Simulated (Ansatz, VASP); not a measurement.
Si4O7: VASP beside Ansatz

```
CELL_PARAMETERS angstrom
5.07998 0.00000 0.00000
0.00000 5.07998 0.00000
0.00000 0.00000 7.09148
ATOMIC_POSITIONS crystal
Si 0.29443 0.29443 0.00000
Si 0.20557 0.79443 0.25000
Si 0.70557 0.70557 0.50000
Si 0.79443 0.20557 0.75000
O 0.40537 0.74096 0.42483
O 0.75904 0.90537 0.67483
O 0.59463 0.25904 0.92483
O 0.74096 0.40537 0.57517
O 0.31382 0.99328 0.14219
O 0.25904 0.59463 0.07517
O 0.09463 0.24096 0.82517
```

Change from the starting cell: O vacancy; atom 9 moved 1.000 of the way to it and -0.675 Å across, host rigid.

Alike in both runs: task single point; functional PBE; k mesh 4 × 4 × 4; occupations gaussian, width 0.05 eV; no spin polarisation.

```csv
,VASP,Ansatz
version,VASP 6.6.1,Ansatz 0.2.0
potentials or method,"VASP PAW PBE potentials, release 64 (Si, O), cutoff 520 eV","scalar-relativistic, plane waves, PAW"
valence electrons in the cell,58,58
```

Ansatz gave:

- gap on the k mesh at the Fermi level (eV): 2.64
- least direct gap on the mesh (eV): 2.72
- pressure (GPa): 5.8
- traceless stress, the component that is largest in VASP (GPa): 6.52
- rms of the force components (eV/Å): 4.489

Task: Which values does VASP return?

Result: gap on the k mesh at the Fermi level (eV): 2.64; least direct gap on the mesh (eV): 2.72; pressure (GPa): 5.8; traceless stress, the component that is largest in VASP (GPa): 6.52; rms of the force components (eV/Å): 4.465.

Atom by atom the forces differ by 0.036 eV/Å (rms over components).
